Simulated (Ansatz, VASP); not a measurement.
# Two plane-wave programs on HfN

```
Hf N
1.0
     0.00000    2.32677    2.25900
     2.32677    0.00000    2.25900
     2.32677    2.32677    0.00000
Hf N
1 1
Direct
  0.00000 0.00000 0.00000
  0.50000 0.50000 0.50000
```

Change from the starting cell: equal xx and yy strain of +3 %, PAW files.

Alike in both runs: task electric field gradients; functional PBE; k mesh 10 × 10 × 10; occupations fermi-dirac, width 0.03 eV; no spin polarisation.

```csv
,VASP,Ansatz
version,VASP 6.6.1,Ansatz 0.2.0
potentials or method,"VASP PAW PBE potentials, release 64 (Hf_pv, N)","PAW with Ansatz's default frozen-core files, scalar-relativistic"
plane-wave cutoff (eV),520,420
valence electrons in the cell,15,31
```

Ansatz gave:

* pressure (GPa): -9.0
* traceless stress, the component that is largest in VASP (GPa): 7.00
* size of Vzz on the site where it differs most (V/Å²): 126.0

Task: Estimate VASP's values.

Result: Pressure (GPa): -11.2; traceless stress, the component that is largest in VASP (GPa): 6.86; size of Vzz on the site where it differs most (V/Å²): 106.0.

VASP's potentials hold 15 valence electrons a cell and Ansatz's 31, so a difference there can come from the potentials and not from the codes.

Spin-orbit coupling is off throughout.
